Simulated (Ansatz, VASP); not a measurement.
## SrO: VASP beside Ansatz

```
CELL_PARAMETERS angstrom
3.95890 0.00000 0.00000
-1.97945 3.42851 0.00000
0.00000 0.00000 28.12010
ATOMIC_POSITIONS crystal
Sr 0.00000 0.00000 0.99996
Sr 0.33333 0.66667 0.10953
Sr 0.00000 0.00000 0.22017
Sr 0.66667 0.33333 0.33253
Sr 0.33333 0.66667 0.44381
Sr 0.66667 0.33333 0.55440
Sr 0.00000 0.00000 0.66575
Sr 0.66667 0.33333 0.77635
Sr 0.33333 0.66667 0.88871
O 0.00000 0.00000 0.08466
O 0.33333 0.66667 0.19429
O 0.00000 0.00000 0.30593
O 0.66667 0.33333 0.41822
O 0.33333 0.66667 0.52854
O 0.66667 0.33333 0.64014
O 0.00000 0.00000 0.75048
O 0.66667 0.33333 0.86211
O 0.33333 0.66667 0.97441
```

Alike in both runs: functional PBEsol; k mesh 9 × 9 × 1; occupations gaussian, width 0.02 eV; no spin polarisation.

Ansatz relaxed the structure, and its values are those at the end. VASP's run is a single point on that final structure, the one shown.

|  | VASP | Ansatz |
| --- | --- | --- |
| version | VASP 6.6.1 | Ansatz 0.2.0 |
| potentials or method | VASP PAW PBE potentials, release 64 (Sr_sv, O), cutoff 520 eV | scalar-relativistic, plane waves, PAW |
| valence electrons in the cell | 144 | 144 |

|  | VASP | Ansatz | Ansatz less VASP |
| --- | --- | --- | --- |
| gap on the k mesh at the Fermi level (eV) | 2.50 | 2.50 | -0.006 |
| least direct gap on the mesh (eV) | 3.08 | 3.07 | -0.009 |
| pressure (GPa) | 0.6 | 0.0 | -0.55 |
| rms of the force components (eV/Å) | 0.003 | 0.000 | -0.0028 |

VASP's potentials were made for PBE, not for PBEsol. The functional is the same, so the differences come from potentials, cutoffs and numerics.
